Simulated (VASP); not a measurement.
A run of VASP 6.6.1 is set up as follows.

Contents of INCAR:

```
SYSTEM = WS
PREC = Accurate
ENCUT = 520
EDIFF = 1E-7
ISMEAR = 0
SIGMA = 0.02
LREAL = .FALSE.
LASPH = .TRUE.
NELM = 150
ALGO = Normal
ISIF = 2
LWAVE = .FALSE.
LCHARG = .FALSE.
LMAXMIX = 4
LDAU = .TRUE.
LDAUTYPE = 2
LDAUL = 2 -1
LDAUU = 6.2 0
LDAUJ = 0 0
LDAUPRINT = 1
GGA = PE
NBANDS = 17
```

The input KPOINTS:

```
regular mesh
0
G
  12 12 12
  0 0 0
```

File POSCAR:

```
WS
1.0
    3.2404427506      0.0000000000      0.0000000000
    0.0000000000      3.2404427506      0.0000000000
    0.0000000000      0.0000000000      3.2404427506
W S
1 1
Direct
    0.0000000000      0.0000000000      0.0000000000
    0.5000000000      0.5000000000      0.5000000000
```

Potentials or basis: VASP PAW PBE potentials, release 64 (W_sv, S).

Launch:

```console
$ cat potpaw_PBE.64/W_sv/POTCAR potpaw_PBE.64/S/POTCAR > POTCAR
$ mpirun -np 1 vasp_std > vasp.out
```

Task: Estimate the band gap on the k mesh.

Result: Zero (band 10 reaches 11.68 eV, above the bottom of band 11 at 9.19 eV).

Task: What does it give for the pressure?

Result: -24.8 GPa.

Eigenvalues of the final occupation matrices:
| site | spin | trace | eigenvalues |
| --- | --- | --- | --- |
| site 1 d | 1 | 1.55 | 0.22 0.22 0.22 0.44 0.44 |
| site 1 d | 2 | 1.55 | 0.22 0.22 0.22 0.44 0.44 |

Caveat: spin-orbit coupling is left out, which moves the levels of the heavy elements; U without spin polarisation on a metal has little footing.
